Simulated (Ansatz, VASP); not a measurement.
## SnGe2P2 in VASP and in Ansatz

```
Sn Ge P
1.0
     3.25816    0.00000    0.00000
     0.00000    3.25816    0.00000
     0.00000    0.00000   11.08519
Sn Ge P
1 2 2
Direct
  0.50000 0.50000 0.00000
  0.00000 0.00000 0.36092
  0.00000 0.00000 0.63908
  0.00000 0.00000 0.85420
  0.00000 0.00000 0.14580
```

Alike in both runs: functional PBE; k mesh 10 × 10 × 4; occupations gaussian, width 0.1 eV; no spin polarisation.

Ansatz relaxed the structure, and its values are those at the end. VASP's run is a single point on that final structure, the one shown.

|  | VASP | Ansatz |
| --- | --- | --- |
| version | VASP 6.6.1 | Ansatz 0.2.0 |
| potentials or method | VASP PAW PBE potentials, release 64 (Sn_d, Ge_d, P), cutoff 520 eV | scalar-relativistic, plane waves, PAW |
| valence electrons in the cell | 52 | 52 |

|  | VASP | Ansatz | Ansatz less VASP |
| --- | --- | --- | --- |
| gap on the k mesh at the Fermi level (eV) | none | none | - |
| pressure (GPa) | 0.0 | 0.0 | +0.05 |

A gap of «none» marks a metal or a gap that the smearing closes.
